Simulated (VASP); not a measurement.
# MgS (F-43m) in VASP: a series of runs

MgS is run at these levels: LDA, PBE; tasks: single point.

All numbers are computed with VASP 6.6.1; they aren't measurements. Logs are shortened: lines on timing, memory, paths and dates and some standing lists are left out, and cuts for length are marked.

## (1) The cell of the first run

Symmetry: F-43m, No. 216, cubic system. The conventional cell has a = 5.662 Å, b = 5.662 Å, c = 5.662 Å, α = 90.00°, β = 90.00°, γ = 90.00°. Within 3.2 Å of Mg (site symmetry -43m) lie 4 S at 2.45 Å. Within 3.2 Å of S (site symmetry -43m) lie 4 Mg at 2.45 Å.

## (2) Single point, LDA

File INCAR:

```
SYSTEM = MgS
PREC = Accurate
ENCUT = 600
EDIFF = 1E-6
ISMEAR = 0
SIGMA = 0.01
LREAL = .FALSE.
LASPH = .TRUE.
NELM = 120
ALGO = Normal
ISIF = 2
LWAVE = .FALSE.
LCHARG = .TRUE.
GGA = CA
LELF = .TRUE.
LVHAR = .TRUE.
NBANDS = 11
GGA_COMPAT = .FALSE.
```

File KPOINTS:

```
regular mesh
0
G
  4 4 4
  0 0 0
```

File POSCAR:

```
MgS
1.0
    0.0000000000      2.8308747668      2.8308747668
    2.8308747668      0.0000000000      2.8308747668
    2.8308747668      2.8308747668      0.0000000000
Mg S
1 1
Direct
    0.0000000000      0.0000000000      0.0000000000
    0.7500000000      0.7500000000      0.7500000000
```

Potentials or basis: VASP PAW LDA potentials, release 64 (Mg, S).

Started as:

```bash
cat potpaw_LDA.64/Mg/POTCAR potpaw_LDA.64/S/POTCAR > POTCAR
mpirun -np 1 vasp_std > vasp.out
```

OUTCAR:

```text
SYSTEM = MgS
   PREC = Accurate
   ENCUT = 600
   EDIFF = 1E-6
   ISMEAR = 0
   LREAL = .FALSE.
   LASPH = .TRUE.
   NELM = 120
   ISIF = 2
   GGA = CA

 ion  position               nearest neighbor table
   1  0.000  0.000  0.000-   2 2.45   2 2.45   2 2.45   2 2.45
   2  0.750  0.750  0.750-   1 2.45   1 2.45   1 2.45   1 2.45

  LATTYP: Found a face centered cubic cell.
 ALAT       =     5.6617495336

  Lattice vectors:

 A1 = (   0.0000000000,   2.8308747668,   2.8308747668)
 A2 = (   2.8308747668,   0.0000000000,   2.8308747668)
 A3 = (   2.8308747668,   2.8308747668,   0.0000000000)

Analysis of symmetry for initial positions (statically):
=====================================================================
 Subroutine PRICEL returns:
 Original cell was already a primitive cell.

 Routine SETGRP: Setting up the symmetry group for a
 face centered cubic supercell.

 Subroutine GETGRP returns: Found 24 space group operations
 (whereof 24 operations were pure point group operations)
 out of a pool of 48 trial point group operations.

The static configuration has the point symmetry T_d .

Analysis of symmetry for dynamics (positions and initial velocities):
=====================================================================
 Subroutine PRICEL returns:
 Original cell was already a primitive cell.

 Routine SETGRP: Setting up the symmetry group for a
 face centered cubic supercell.

 Subroutine GETGRP returns: Found 24 space group operations
 (whereof 24 operations were pure point group operations)
 out of a pool of 48 trial point group operations.

The dynamic configuration has the point symmetry T_d .

 Subroutine INISYM returns: Found 24 space group operations
 (whereof 24 operations are pure point group operations),
 and found     1 'primitive' translations

----------------------------------------------------------------------------------------

                                     Primitive cell

  volume of cell :      45.3724

  direct lattice vectors                    reciprocal lattice vectors
     0.000000000  2.830874767  2.830874767    -0.176623850  0.176623850  0.176623850
     2.830874767  0.000000000  2.830874767     0.176623850 -0.176623850  0.176623850
     2.830874767  2.830874767  0.000000000     0.176623850  0.176623850 -0.176623850

  length of vectors
     4.003461489  4.003461489  4.003461489     0.305921482  0.305921482  0.305921482

  position of ions in fractional coordinates (direct lattice)
     0.000000000  0.000000000  0.000000000
     0.750000000  0.750000000  0.750000000

  ion indices of the primitive-cell ions
   primitive index   ion index
                 1           1
                 2           2

----------------------------------------------------------------------------------------

 KPOINTS: regular mesh

Automatic generation of k-mesh.
 Grid dimensions read from file:
 generate k-points for:    4    4    4

 Generating k-lattice:

  Cartesian coordinates                     Fractional coordinates (reciprocal lattice)
    -0.044155962  0.044155962  0.044155962     0.250000000  0.000000000  0.000000000
     0.044155962 -0.044155962  0.044155962     0.000000000  0.250000000  0.000000000
     0.044155962  0.044155962 -0.044155962     0.000000000  0.000000000  0.250000000

  Length of vectors
     0.076480370  0.076480370  0.076480370

  Shift w.r.t. Gamma in fractional coordinates (k-lattice)
     0.000000000  0.000000000  0.000000000

 Subroutine IBZKPT returns following result:
 ===========================================

 Found      8 irreducible k-points:

 Following reciprocal coordinates:
            Coordinates               Weight
  0.000000  0.000000  0.000000      1.000000
  0.250000  0.000000  0.000000      8.000000
  0.500000  0.000000  0.000000      4.000000
  0.250000  0.250000  0.000000      6.000000
  0.500000  0.250000  0.000000     24.000000
 -0.250000  0.250000  0.000000     12.000000
  0.500000  0.500000  0.000000      3.000000
 -0.250000  0.500000  0.250000      6.000000
   k-points           NKPTS =      8   k-points in BZ     NKDIM =      8   number of bands    NBANDS=     11
   number of dos      NEDOS =    301   number of ions     NIONS =      2
   total plane-waves  NPLWV =  32768
   dimension x,y,z NGX =    32 NGY =   32 NGZ =   32
   dimension x,y,z NGXF=    64 NGYF=   64 NGZF=   64
   ions per type =               1   1
   NGX,Y,Z   is equivalent  to a cutoff of  13.29, 13.29, 13.29 a.u.
   NGXF,Y,Z  is equivalent  to a cutoff of  26.58, 26.58, 26.58 a.u.
 SYSTEM =  MgS
   PREC   = accura    normal or accurate (medium, high low for compatibility)
   ISTART =      0    job   : 0-new  1-cont  2-samecut
   ICHARG =      2    charge: 1-file 2-atom 10-const
   ISPIN  =      1    spin polarized calculation?
   LNONCOLLINEAR =      F non collinear calculations
   LSORBIT =      F    spin-orbit coupling
   LASPH  =      T    aspherical Exc in radial PAW
   ENCUT  =  600.0 eV  44.10 Ry    6.64 a.u.   8.00  8.00  8.00*2*pi/ulx,y,z
   NELM   =    120;   NELMIN=  2; NELMDL= -5     # of ELM steps
   EDIFF  = 0.1E-05   stopping-criterion for ELM
   LREAL  =      F    real-space projection
   EDIFFG = 0.1E-04   stopping-criterion for IOM
   NSW    =      0    number of steps for IOM
   IBRION =     -1    ionic relax: 0-MD 1-quasi-New 2-CG
   NFREE  =      0    steps in history (QN), initial steepest desc. (CG)
   ISIF   =      2    stress and relaxation
   ISYM   =      2    0-nonsym 1-usesym 2-fastsym
   POTIM  = 0.5000    time-step for ionic-motion
   TEBEG  =    0.0;   TEEND  =   0.0 temperature during run
   PSTRESS=    0.0 pullay stress
   NELECT =       8.0000    total number of electrons
   NUPDOWN=      -1.0000    fix difference up-down
   EMIN   =  10.00;   EMAX   =-10.00  energy-range for DOS
   EFERMI =   0.00;   METHOD = LEGACY
   ISMEAR =     0;   SIGMA  =   0.01  broadening in eV -4-tet -1-fermi 0-gaus
   EFERMI_NEDOS =   21; number of points for ismear=-14 and -15
   IALGO  =     38    algorithm
   IMIX   =      4    mixing-type and parameters
     AMIX     =   0.40;   BMIX     =  1.00
     AMIX_MAG =   1.60;   BMIX_MAG =  1.00
  volume/ion in A,a.u.               =      22.69       153.09
  Fermi-wavevector in a.u.,A,eV,Ry     =   0.917996  1.734761 11.465859  0.842717
  Thomas-Fermi vector in A             =   2.043028
   LORBIT       =      0    0 simple, 1 ext, 2 COOP (PROOUT), +10 PAW based schemes
   GGA     = CA    functional components
   LHFCALC =     F    Hartree Fock is set to
   AEXX    =    0.0000 exact exchange contribution
   IVDW    =     0    specifies the selected vdW correction
   LEPSILON=     F    determine dielectric tensor
   LRPA    =     F    only Hartree local field effects (RPA)
 non-spin polarized calculation
 Gauss-broadening in eV      SIGMA  =   0.01
  energy-cutoff  :      600.00
  volume of cell :       45.37
 maximum number of plane-waves:      1540
   NGX = 15   NGY = 15   NGZ = 15

 number of electron       8.0000000 magnetization

 Free energy of the ion-electron system (eV)
  ---------------------------------------------------
  ext. energy  EPLUGINS =         0.00000000
  ---------------------------------------------------
  free energy    TOTEN  =        -9.36326969 eV

  energy without entropy =       -9.36326969  energy(sigma->0) =       -9.36326969

 E-fermi :   0.9988     XC(G=0):  -8.7584

 val. band max:        0.9077040744   @ k =   0.0000   0.0000   0.0000
 cond. band min:       4.0944965786   @ k =   0.0000   0.0000   0.0000
 fundamental gap:      3.1867925042
 Fermi energy:         0.9988423371

 k-point     1 :       0.0000    0.0000    0.0000
  band No.  band energies     occupation
      1     -10.3299      2.00000
      2       0.9077      2.00000
      3       0.9077      2.00000
      4       0.9077      2.00000
      5       4.0945      0.00000
      6       8.6647      0.00000
      7       8.6647      0.00000
      8       8.6647      0.00000
      9      11.6410      0.00000
     10      11.6410      0.00000
     11      14.2500      0.00000

 k-point     2 :       0.2500    0.0000    0.0000
  band No.  band energies     occupation
      1     -10.0073      2.00000
      2      -1.0089      2.00000
      3       0.7295      2.00000
      4       0.7295      2.00000
      5       5.6329      0.00000
      6       8.4903      0.00000
      7       8.8825      0.00000
      8       8.8825      0.00000
      9      11.1885      0.00000
     10      11.1885      0.00000
     11      12.8590      0.00000

 k-point     3 :       0.5000    0.0000    0.0000
  band No.  band energies     occupation
      1      -9.6267      2.00000
      2      -2.3104      2.00000
      3       0.5728      2.00000
      4       0.5728      2.00000
      5       5.7676      0.00000
      6       8.3578      0.00000
      7       8.3578      0.00000
      8       9.2720      0.00000
      9      13.4599      0.00000
     10      14.0238      0.00000
     11      14.0238      0.00000

 k-point     4 :       0.2500    0.2500    0.0000
  band No.  band energies     occupation
      1      -9.9013      2.00000
      2      -0.8985      2.00000
      3       0.3225      2.00000
      4       0.3225      2.00000
      5       5.8461      0.00000
      6       7.2062      0.00000
      7       9.1092      0.00000
      8      10.1974      0.00000
      9      10.1974      0.00000
     10      12.6929      0.00000
     11      16.1649      0.00000

 k-point     5 :       0.5000    0.2500    0.0000
  band No.  band energies     occupation
      1      -9.5201      2.00000
      2      -1.8160      2.00000
      3      -0.4536      2.00000
      4       0.1771      2.00000
      5       5.8936      0.00000
      6       7.6915      0.00000
      7       9.2021      0.00000
      8      10.0328      0.00000
      9      12.2784      0.00000
     10      14.1740      0.00000
     11      15.3261      0.00000

 k-point     6 :      -0.2500    0.2500    0.0000
  band No.  band energies     occupation
      1      -9.6461      2.00000
      2      -1.5899      2.00000
      3      -0.5336      2.00000
      4       0.5515      2.00000
      5       7.0596      0.00000
      6       7.5186      0.00000
      7       8.6783      0.00000
      8       9.4459      0.00000
      9      10.7614      0.00000
     10      13.9052      0.00000
     11      15.0155      0.00000

 k-point     7 :       0.5000    0.5000    0.0000
  band No.  band energies     occupation
      1      -9.3998      2.00000
      2      -1.9823      2.00000
      3      -0.1526      2.00000
      4      -0.1526      2.00000
      5       4.5543      0.00000
      6       6.3280      0.00000
      7      11.7905      0.00000
      8      12.9064      0.00000
      9      12.9064      0.00000
     10      14.7410      0.00000
     11      14.7425      0.00000

 k-point     8 :      -0.2500    0.5000    0.2500
  band No.  band energies     occupation
      1      -9.3906      2.00000
      2      -1.4554      2.00000
      3      -0.9809      2.00000
      4      -0.4668      2.00000
      5       6.2445      0.00000
      6       8.6400      0.00000
      7       8.8982      0.00000
      8       9.2155      0.00000
      9      13.2400      0.00000
     10      14.4364      0.00000
     11      14.7023      0.00000

------------------------ aborting loop because EDIFF is reached ----------------------------------------

  FORCE on cell =-STRESS in cart. coord.  units (eV):
  Direction    XX          YY          ZZ          XY          YZ          ZX
  --------------------------------------------------------------------------------------
  -------------------------------------------------------------------------------------
  Total       -0.6479763     -0.6479763     -0.6479763     -0.0000000      0.0000000     -0.0000000
  in kB      -22.8811428    -22.8811428    -22.8811428     -0.0000000      0.0000000     -0.0000000
  external PRESSURE =     -22.8811428 kB  Pullay stress =       0.0000000 kB

 VOLUME and BASIS-vectors are now :
 -----------------------------------------------------------------------------
  energy-cutoff  :      600.00
  volume of cell :       45.37
      direct lattice vectors                 reciprocal lattice vectors
     0.000000000  2.830874767  2.830874767    -0.176623850  0.176623850  0.176623850
     2.830874767  0.000000000  2.830874767     0.176623850 -0.176623850  0.176623850
     2.830874767  2.830874767  0.000000000     0.176623850  0.176623850 -0.176623850

 POSITION                                       TOTAL-FORCE (eV/Angst)
 -----------------------------------------------------------------------------------
      0.00000      0.00000      0.00000        -0.000000     -0.000000     -0.000000
      4.24631      4.24631      4.24631         0.000000      0.000000      0.000000
 -----------------------------------------------------------------------------------
    total drift:                               -0.000000     -0.000000     -0.000000

  FREE ENERGIE OF THE ION-ELECTRON SYSTEM (eV)
  ---------------------------------------------------
  free  energy   TOTEN  =        -9.3632696949 eV

  energy  without entropy=       -9.3632696949  energy(sigma->0) =       -9.36326969
```

Wall time 4.9 s (1 thread of Intel Xeon 6975P-C, shared host); peak memory 0.15 GiB.

Results:

* Free energy: -9.3633 eV
* Pressure: -2.3 GPa
* Band gap on the k mesh: 3.19 eV, direct

Caveat: the k points lie up to 0.48 Å⁻¹ apart. A k mesh can miss the band edges.

## (3) Single point, PBE

File INCAR:

```
SYSTEM = MgS
ALGO = Normal
EDIFF = 1E-6
ENCUT = 600
GGA = PE
GGA_COMPAT = .False.
ISIF = 2
ISMEAR = 0
LASPH = .True.
LCHARG = .False.
LREAL = .False.
LWAVE = .False.
NBANDS = 11
NELM = 120
PREC = Accurate
SIGMA = 0.01
```

File KPOINTS:

```
k-points
0
Gamma
  6 6 6
  0 0 0
```

POSCAR is that of step 2.

Potentials or basis: VASP PAW PBE potentials, release 64 (Mg, S).

Started as:

```bash
cat potpaw_PBE.64/Mg/POTCAR potpaw_PBE.64/S/POTCAR > POTCAR
mpirun -np 1 vasp_std > vasp.out
```

Run time: 8.6 s. Hardware: 1 thread of Intel Xeon 6975P-C, shared host; peak memory 0.17 GiB.

It converged, with:

* Free energy: -8.4705 eV
* Pressure: 1.0 GPa
* Band gap on the k mesh: 3.46 eV, direct

Levels at points of the mesh, in eV from the valence-band top:
```
           k point  band 2  band 3  band 4  band 5  band 6  band 7
(0.00, 0.00, 0.00)    0.00    0.00    0.00    3.46    7.95    7.95
(0.50, 0.00, 0.00)   -3.13   -0.33   -0.33    5.12    7.64    7.64
(0.50, 0.50, 0.00)   -2.81   -1.03   -1.03    3.88    5.65   11.16
```

A k mesh can miss the band edges.

## (4) Single point, PBE

File INCAR:

```
ALGO = Normal
EDIFF = 1E-6
ENCUT = 600
GGA = PE
GGA_COMPAT = F
ISIF = 2
ISMEAR = 0
LASPH = T
LCHARG = F
LREAL = F
LWAVE = F
NBANDS = 11
NELM = 120
PREC = Accurate
SIGMA = 0.01
```

File KPOINTS:

```
k-points
0
Gamma
  6 6 6
```

POSCAR is that of step 3.

Started as:

```bash
cat potpaw_PBE.64/Mg/POTCAR potpaw_PBE.64/S/POTCAR > POTCAR
mpirun -np 1 vasp_std > vasp.out
```

Wall time 15 s (1 thread of Intel Xeon 6975P-C, shared host); peak memory 0.17 GiB.

It converged, with:

| Property | Result |
| --- | --- |
| Free energy | -8.4705 eV |
| Pressure | 1.0 GPa |
| Band gap on the k mesh | 3.46 eV, direct |

Levels at points of the mesh, in eV from the valence-band top:
| k point | band 1 | band 2 | band 3 | band 4 | band 5 | band 6 | band 7 | band 8 |
| --- | --- | --- | --- | --- | --- | --- | --- | --- |
| (0.00, 0.00, 0.00) | -11.27 | 0.00 | 0.00 | 0.00 | 3.46 | 7.95 | 7.95 | 7.95 |
| (0.50, 0.00, 0.00) | -10.59 | -3.13 | -0.33 | -0.33 | 5.12 | 7.64 | 7.64 | 8.61 |
| (0.50, 0.50, 0.00) | -10.37 | -2.81 | -1.03 | -1.03 | 3.88 | 5.65 | 11.16 | 12.30 |
